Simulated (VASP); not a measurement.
SrO, 2 atoms in the cell. It takes space group I4/mmm (No. 139, tetragonal). Conventional cell: a = 3.641 Å, b = 3.641 Å, c = 5.108 Å, α = 90.00°, β = 90.00°, γ = 90.00°. Within 3.4 Å of Sr (site symmetry 4/mmm) lie 6 O at 2.55 to 2.57 Å. Within 3.4 Å of O (site symmetry 4/mmm) lie 6 Sr at 2.55 to 2.57 Å.  This cell differs from its parent crystal: film at in-plane strain +0.005.

```yaml
Program: VASP 6.6.1
Task: single point
Functional: PBEsol
Potentials_or_basis: VASP PAW PBE potentials, release 64 (Sr_sv, O)
Cutoff: 520 eV
k_mesh: 8 × 8 × 8
Occupations: gaussian, width 0.01 eV
Spin: non-collinear spin, zero start, spin-orbit coupling
Starting_moments: "[[0.0, 0.0, 0.0], [0.0, 0.0, 0.0]] μB"
Dipole_correction: no
Further_INCAR_settings: ALGO = Normal; EDIFF = 1e-06; NBANDS = 28
```

Potentials or basis: VASP PAW PBE potentials, release 64 (Sr_sv, O).

Run with:

```sh
$ cat potpaw_PBE.64/Sr_sv/POTCAR potpaw_PBE.64/O/POTCAR > POTCAR
$ mpirun -np 1 vasp_ncl > vasp.out
```

Hardware: 1 thread of Intel(R) Xeon(R) Platinum 8259CL CPU @ 2.50GHz (Skylake/Cascade Lake), with other jobs on the host.

Question: Estimate the wall time of this run.

Answer: Wall time 2.1 min on 1 thread of Intel(R) Xeon(R) Platinum 8259CL CPU @ 2.50GHz (Skylake/Cascade Lake), on a shared host, peak memory 0.29 GiB. Counts: scf iterations 14, k points 59.
